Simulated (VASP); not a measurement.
# Ti (Cmcm) in VASP: a series of runs

Runs on Ti. Level: PBE. Tasks: single point.

Program: VASP 6.6.1. These are calculated values, not measurements. Logs are shortened: lines on timing, memory, paths and dates and some standing lists are left out, and cuts for length are marked.

### Step 1. The cell of the first run

The structure is orthorhombic, space group Cmcm (No. 63). Conventional cell: a = 2.938 Å, b = 4.784 Å, c = 4.651 Å, α = 90.00°, β = 90.00°, γ = 90.00°. Within 3.7 Å of Ti (site symmetry m2m) lie 12 Ti at 2.81 to 2.94 Å.

### Step 2. Single point, PBE (strain -0.0600 x Voigt [0, 1, 0, 0, 0, 0])

INCAR reads:

```
ALGO = Fast
EDIFF = 1E-6
ENCUT = 520
GGA = PE
ISIF = 2
ISMEAR = 0
LASPH = T
LCHARG = F
LREAL = F
LWAVE = F
NBANDS = 19
NELM = 80
PREC = Accurate
SIGMA = 0.15
```

KPOINTS reads:

```
k-points
0
Gamma
  24 24 14
```

POSCAR reads:

```
Ti
1.0
    2.9384580613      0.0000000000      0.0000000000
   -1.4692290307      2.3920925693      0.0000000000
    0.0000000000      0.0000000000      4.6506340139
Ti
2
Direct
    0.3333333333      0.6666666667      0.2500000000
    0.6666666667      0.3333333333      0.7500000000
```

Potentials or basis: VASP PAW PBE potentials, release 64 (Ti_sv).

The run is started by

```sh
$ cat potpaw_PBE.64/Ti_sv/POTCAR > POTCAR
$ mpirun -np 1 vasp_std > vasp.out
```

OUTCAR:

```text
EDIFF = 1E-6
   ENCUT = 520
   GGA = PE
   ISIF = 2
   ISMEAR = 0
   LASPH = T
   LREAL = F
   NELM = 80
   PREC = Accurate

 ion  position               nearest neighbor table
   1  0.333  0.667  0.250-   2 2.82   2 2.82   2 2.86   2 2.86   2 2.86   2 2.86
   2  0.667  0.333  0.750-   1 2.82   1 2.82   1 2.86   1 2.86   1 2.86   1 2.86

  Warning from LATTYP: Monoclinic adjustment (A1->A3, A2->A1, A3->A2)!
  LATTYP: Found a base centered orthorhombic cell.
 ALAT       =     2.9384580613
 B/A-ratio  =     1.6281277591
 C/A-ratio  =     1.5826783697

  Lattice vectors:

 A1 = (   1.4692290307,  -2.3920925693,   0.0000000000)
 A2 = (   1.4692290306,   2.3920925693,   0.0000000000)
 A3 = (   0.0000000000,   0.0000000000,   4.6506340139)

Analysis of symmetry for initial positions (statically):
=====================================================================
 Subroutine PRICEL returns:
 Original cell was already a primitive cell.

 Routine SETGRP: Setting up the symmetry group for a
 base centered orthorhombic supercell.

 Subroutine GETGRP returns: Found  8 space group operations
 (whereof  4 operations were pure point group operations)
 out of a pool of  8 trial point group operations.

The static configuration has the point symmetry C_2h.
 The point group associated with its full space group is D_2h.

Analysis of symmetry for dynamics (positions and initial velocities):
=====================================================================
 Subroutine PRICEL returns:
 Original cell was already a primitive cell.

 Routine SETGRP: Setting up the symmetry group for a
 base centered orthorhombic supercell.

 Subroutine GETGRP returns: Found  8 space group operations
 (whereof  4 operations were pure point group operations)
 out of a pool of  8 trial point group operations.

The dynamic configuration has the point symmetry C_2h.
 The point group associated with its full space group is D_2h.

 Subroutine INISYM returns: Found  8 space group operations
 (whereof  4 operations are pure point group operations),
 and found     1 'primitive' translations

----------------------------------------------------------------------------------------

                                     Primitive cell

  volume of cell :      32.6896

  direct lattice vectors                    reciprocal lattice vectors
     2.938458061  0.000000000  0.000000000     0.340314539  0.209022011  0.000000000
    -1.469229031  2.392092569  0.000000000     0.000000000  0.418044023  0.000000000
     0.000000000  0.000000000  4.650634014     0.000000000  0.000000000  0.215024445

  length of vectors
     2.938458061  2.807265717  4.650634014     0.399379752  0.418044023  0.215024445

  position of ions in fractional coordinates (direct lattice)
     0.333333333  0.666666667  0.250000000
     0.666666667  0.333333333  0.750000000

  ion indices of the primitive-cell ions
   primitive index   ion index
                 1           1
                 2           2

----------------------------------------------------------------------------------------

 KPOINTS: k-points

Automatic generation of k-mesh.
 Grid dimensions read from file:
 generate k-points for:   24   24   14

 Generating k-lattice:

  Cartesian coordinates                     Fractional coordinates (reciprocal lattice)
     0.014179772  0.008709250  0.000000000     0.041666667  0.000000000  0.000000000
     0.000000000  0.017418501  0.000000000     0.000000000  0.041666667  0.000000000
     0.000000000  0.000000000  0.015358889     0.000000000  0.000000000  0.071428571

  Length of vectors
     0.016640823  0.017418501  0.015358889

  Shift w.r.t. Gamma in fractional coordinates (k-lattice)
     0.000000000  0.000000000  0.000000000

 Subroutine IBZKPT returns following result:
 ===========================================

 Found   1256 irreducible k-points:

 Following reciprocal coordinates:
            Coordinates               Weight
  0.000000  0.000000  0.000000      1.000000
  0.041667  0.000000  0.000000      4.000000
  0.083333  0.000000  0.000000      4.000000
  0.125000  0.000000  0.000000      4.000000
  0.166667 -0.000000  0.000000      4.000000
  0.208333  0.000000  0.000000      4.000000
[... 16 lines left out ...]
  0.375000  0.041667  0.000000      4.000000
  0.416667  0.041667  0.000000      4.000000
 [... further k-points ...]
   k-points           NKPTS =   1256   k-points in BZ     NKDIM =   1256   number of bands    NBANDS=     19
   number of dos      NEDOS =    301   number of ions     NIONS =      2
   total plane-waves  NPLWV =  20736
   dimension x,y,z NGX =    24 NGY =   24 NGZ =   36
   dimension x,y,z NGXF=    48 NGYF=   48 NGZF=   72
   ions per type =               2
   NGX,Y,Z   is equivalent  to a cutoff of  13.58, 14.21, 12.87 a.u.
   NGXF,Y,Z  is equivalent  to a cutoff of  27.16, 28.43, 25.74 a.u.
 SYSTEM =  unknown system
   PREC   = accura    normal or accurate (medium, high low for compatibility)
   ISTART =      0    job   : 0-new  1-cont  2-samecut
   ICHARG =      2    charge: 1-file 2-atom 10-const
   ISPIN  =      1    spin polarized calculation?
   LNONCOLLINEAR =      F non collinear calculations
   LSORBIT =      F    spin-orbit coupling
   LASPH  =      T    aspherical Exc in radial PAW
   ENCUT  =  520.0 eV  38.22 Ry    6.18 a.u.   5.46  5.22  8.65*2*pi/ulx,y,z
   NELM   =     80;   NELMIN=  2; NELMDL= -5     # of ELM steps
   EDIFF  = 0.1E-05   stopping-criterion for ELM
   LREAL  =      F    real-space projection
   EDIFFG = 0.1E-04   stopping-criterion for IOM
   NSW    =      0    number of steps for IOM
   IBRION =     -1    ionic relax: 0-MD 1-quasi-New 2-CG
   NFREE  =      0    steps in history (QN), initial steepest desc. (CG)
   ISIF   =      2    stress and relaxation
   ISYM   =      2    0-nonsym 1-usesym 2-fastsym
   POTIM  = 0.5000    time-step for ionic-motion
   TEBEG  =    0.0;   TEEND  =   0.0 temperature during run
   PSTRESS=    0.0 pullay stress
   NELECT =      24.0000    total number of electrons
   NUPDOWN=      -1.0000    fix difference up-down
   EMIN   =  10.00;   EMAX   =-10.00  energy-range for DOS
   EFERMI =   0.00;   METHOD = LEGACY
   ISMEAR =     0;   SIGMA  =   0.15  broadening in eV -4-tet -1-fermi 0-gaus
   EFERMI_NEDOS =   21; number of points for ismear=-14 and -15
   IALGO  =     68    algorithm
   IMIX   =      4    mixing-type and parameters
     AMIX     =   0.40;   BMIX     =  1.00
     AMIX_MAG =   1.60;   BMIX_MAG =  1.00
  volume/ion in A,a.u.               =      16.34       110.30
  Fermi-wavevector in a.u.,A,eV,Ry     =   1.476869  2.790878 29.676247  2.181143
  Thomas-Fermi vector in A             =   2.591343
   LORBIT       =      0    0 simple, 1 ext, 2 COOP (PROOUT), +10 PAW based schemes
   GGA     = PE    functional components
   LHFCALC =     F    Hartree Fock is set to
   AEXX    =    0.0000 exact exchange contribution
   IVDW    =     0    specifies the selected vdW correction
   LEPSILON=     F    determine dielectric tensor
   LRPA    =     F    only Hartree local field effects (RPA)
 non-spin polarized calculation
 RMM-DIIS sequential band-by-band and
 Gauss-broadening in eV      SIGMA  =   0.15
  energy-cutoff  :      520.00
  volume of cell :       32.69
 maximum number of plane-waves:       900
 NGX is ok and might be reduce to    24
   NGX = 11   NGY = 11   NGZ = 17

 number of electron      24.0000000 magnetization

 Free energy of the ion-electron system (eV)
  ---------------------------------------------------
  ext. energy  EPLUGINS =         0.00000000
  ---------------------------------------------------
  free energy    TOTEN  =       -15.60273613 eV

  energy without entropy =      -15.57895479  energy(sigma->0) =      -15.59084546

 E-fermi :   8.9685     XC(G=0): -11.7849

 val. band max:        8.9680450674   @ k =   0.2500   0.2917   0.5000
 cond. band min:       8.9687935879   @ k =   0.1667  -0.0000   0.3571
 fundamental gap:      0.0007485205
 Fermi energy:         8.9684747333

 k-point     1 :       0.0000    0.0000    0.0000
  band No.  band energies     occupation
      1     -47.7528      2.00000
      2     -47.5965      2.00000
      3     -24.3846      2.00000
      4     -23.6406      2.00000
      5     -23.5824      2.00000
      6     -23.5740      2.00000
[... 11 lines left out ...]
     18      10.9804      0.00000
     19      12.3276      0.00000

 k-point     2 :       0.0417    0.0000    0.0000
  band No.  band energies     occupation
      1     -47.7506      2.00000
      2     -47.5954      2.00000
      3     -24.3802      2.00000
      4     -23.6481      2.00000
      5     -23.5888      2.00000
      6     -23.5756      2.00000
[... 11 lines left out ...]
     18      10.9431      0.00000
     19      12.4154      0.00000

 k-point     3 :       0.0833    0.0000    0.0000
  band No.  band energies     occupation
      1     -47.7441      2.00000
      2     -47.5923      2.00000
      3     -24.3669      2.00000
      4     -23.6727      2.00000
      5     -23.6041      2.00000
      6     -23.5803      2.00000
[... 11 lines left out ...]
     18      10.8500      0.00000
     19      12.4895      0.00000

 k-point     4 :       0.1250    0.0000    0.0000
  band No.  band energies     occupation
      1     -47.7337      2.00000
      2     -47.5875      2.00000
      3     -24.3454      2.00000
      4     -23.7170      2.00000
      5     -23.6247      2.00000
      6     -23.6117      2.00000
[... 407 lines left out ...]
     18      12.4681      0.00000
     19      12.7699      0.00000

 k-point    23 :       0.3750    0.0417    0.0000
  band No.  band energies     occupation
      1     -47.6226      2.00000
      2     -47.5502      2.00000
      3     -24.1799      2.00000
      4     -24.0868      2.00000
      5     -24.0624      2.00000
      6     -23.7364      2.00000
[... 11 lines left out ...]
     18      12.7877      0.00000
     19      12.8780      0.00000

 k-point    24 :       0.4167    0.0417    0.0000
  band No.  band energies     occupation
      1     -47.6117      2.00000
      2     -47.5493      2.00000
      3     -24.2174      2.00000
      4     -24.0947      2.00000
      5     -24.0553      2.00000
      6     -23.7471      2.00000
[... 11 lines left out ...]
     18      12.7985      0.00000
     19      13.3197      0.00000

 [... further k-points ...]

------------------------ aborting loop because EDIFF is reached ----------------------------------------

  FORCE on cell =-STRESS in cart. coord.  units (eV):
  Direction    XX          YY          ZZ          XY          YZ          ZX
  --------------------------------------------------------------------------------------
  -------------------------------------------------------------------------------------
  Total        0.8838501      2.6520699      0.9659894     -0.0000000      0.0000000      0.0000000
  in kB       43.3191140    129.9828072     47.3449106     -0.0000000      0.0000000      0.0000000
  external PRESSURE =      73.5489439 kB  Pullay stress =       0.0000000 kB

 VOLUME and BASIS-vectors are now :
 -----------------------------------------------------------------------------
  energy-cutoff  :      520.00
  volume of cell :       32.69
      direct lattice vectors                 reciprocal lattice vectors
     2.938458061  0.000000000  0.000000000     0.340314539  0.209022011  0.000000000
    -1.469229031  2.392092569  0.000000000     0.000000000  0.418044023  0.000000000
     0.000000000  0.000000000  4.650634014     0.000000000  0.000000000  0.215024445

 POSITION                                       TOTAL-FORCE (eV/Angst)
 -----------------------------------------------------------------------------------
     -0.00000      1.59473      1.16266         0.000000     -0.166889      0.000000
      1.46923      0.79736      3.48798        -0.000000      0.166889      0.000000
 -----------------------------------------------------------------------------------
    total drift:                               -0.000000      0.000000     -0.000000

  FREE ENERGIE OF THE ION-ELECTRON SYSTEM (eV)
  ---------------------------------------------------
  free  energy   TOTEN  =       -15.6027361265 eV

  energy  without entropy=      -15.5789547934  energy(sigma->0) =      -15.59084546
```

It took 45 min on 1 thread of Oxide Virtual Turin-like, shared host; peak memory 0.64 GiB.

Results:

```
Free energy            : -15.6027 eV
Pressure               : 7.4 GPa
Largest force          : 0.167 eV/Å
Band gap on the k mesh : zero (bands 12 and 13 overlap by 1.01 eV)
```

Forces on the atoms (eV/Å):
```
Ti   0.000 -0.167  0.000
Ti   0.000  0.167  0.000
```

Caveat: the cell differs from its parent crystal (strain -0.0600 x Voigt [0, 1, 0, 0, 0, 0]); the stress differs along the axes, from 4 to 13 GPa.

### Step 3. Single point, PBE (strain -0.0300 x Voigt [0, 1, 0, 0, 0, 0])

INCAR reads:

```
  PREC = Accurate
  ENCUT = 520
  EDIFF = 1E-6
  ISMEAR = 0
  SIGMA = 0.15
  LREAL = False
  LASPH = True
  NELM = 60
  ALGO = Fast
  ISIF = 2
  LWAVE = False
  LCHARG = False
  GGA = PE
  NBANDS = 19
```

KPOINTS reads:

```
regular mesh
0
Gamma
  24 24 14
```

POSCAR reads:

```
Ti
1.0
    2.9384580613      0.0000000000      0.0000000000
   -1.4692290307      2.4684359491      0.0000000000
    0.0000000000      0.0000000000      4.6506340139
Ti
2
Direct
    0.3333333333      0.6666666667      0.2500000000
    0.6666666667      0.3333333333      0.7500000000
```

Potentials or basis: VASP PAW PBE potentials, release 64 (Ti_sv).

The run is started by

```sh
$ cat potpaw_PBE.64/Ti_sv/POTCAR > POTCAR
$ mpirun -np 1 vasp_std > vasp.out
```

Run time: 23 min. Hardware: 1 thread of Oxide Virtual Turin-like, shared host; peak memory 0.66 GiB.

Results (log left out):

| Quantity | Value |
| --- | --- |
| Free energy | -15.6647 eV |
| Pressure | 3.1 GPa |
| Largest force | 0.084 eV/Å |
| Band gap on the k mesh | zero (bands 12 and 13 overlap by 1.08 eV) |

Forces on the atoms (eV/Å):
```
Ti   0.000 -0.084  0.000
Ti   0.000  0.084  0.000
```

Stress tensor (GPa, compression positive):
```
1.68 0.00 0.00
0.00 5.82 0.00
0.00 0.00 1.94
```

Levels at points of the mesh, in eV from the Fermi level:
```
           k point  band 10  band 11  band 12  band 13  band 14  band 15
(0.00, 0.00, 0.00)    -2.76     0.62     0.72     0.82     1.02     1.14
(0.50, 0.00, 0.00)    -2.22    -1.93    -0.60     0.53     0.70     1.11
(0.00, 0.50, 0.00)    -2.25    -1.93    -0.40     0.41     0.65     1.30
(0.00, 0.00, 0.50)    -4.41     0.03     0.03     0.57     0.57     0.92
(0.50, 0.00, 0.50)    -2.62    -0.88    -0.88     1.36     1.36     1.90
(0.00, 0.50, 0.50)    -2.60    -0.85    -0.85     1.57     1.57     1.72
```

Caveat: the cell differs from its parent crystal (strain -0.0300 x Voigt [0, 1, 0, 0, 0, 0]); the cell stands under pressure.
